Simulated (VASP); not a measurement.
Set up this calculation in VASP 6.6.1, as the native input.

| Item | Value |
| --- | --- |
| Task | single point |
| Functional | PBE |
| Dispersion | D4 |
| Potentials or basis | VASP PAW PBE potentials, release 64 (Cu, I) |
| Cutoff | 600 eV |
| k mesh | 6 × 6 × 6 |
| Occupations | gaussian, width 0.01 eV |
| Spin | no spin polarisation |
| Dipole correction | no |
| Further INCAR settings | ALGO = Normal; EDIFF = 1e-06; NBANDS = 16 |

The structure of CuI lies in POSCAR:

```
CuI
1.0
    0.0000000000      3.0315000000      3.0315000000
    3.0315000000      0.0000000000      3.0315000000
    3.0315000000      3.0315000000      0.0000000000
Cu I
1 1
Direct
    0.2500000000      0.2500000000      0.2500000000
    0.0000000000      0.0000000000      0.0000000000
```

One way to write it, as run:

INCAR

```
PREC = Accurate ; ENCUT = 600
EDIFF = 1E-6 ; ISMEAR = 0
SIGMA = 0.01 ; LREAL = False
LASPH = True ; NELM = 120
ALGO = Normal ; ISIF = 2
LWAVE = False ; LCHARG = False
GGA = PE ; IVDW = 13
NBANDS = 16 ; GGA_COMPAT = False
```

KPOINTS

```
Automatic mesh
0
Gamma
  6 6 6
```

Potentials or basis: VASP PAW PBE potentials, release 64 (Cu, I).

Run with:

```sh
$ cat potpaw_PBE.64/Cu/POTCAR potpaw_PBE.64/I/POTCAR > POTCAR
$ mpirun -np 1 vasp_std > vasp.out
```

Results of the run:

```yaml
Pressure: -1.9 GPa
Band_gap_on_the_k_mesh: 1.14 eV
Dispersion_energy_per_atom: -0.365 eV
```

Caveat: spin-orbit coupling is left out, which moves the levels of the heavy elements.

Wall time 26 s on 1 thread of Intel(R) Xeon(R) Platinum 8488C (Sapphire Rapids) (shared host), peak memory 0.2 GiB.
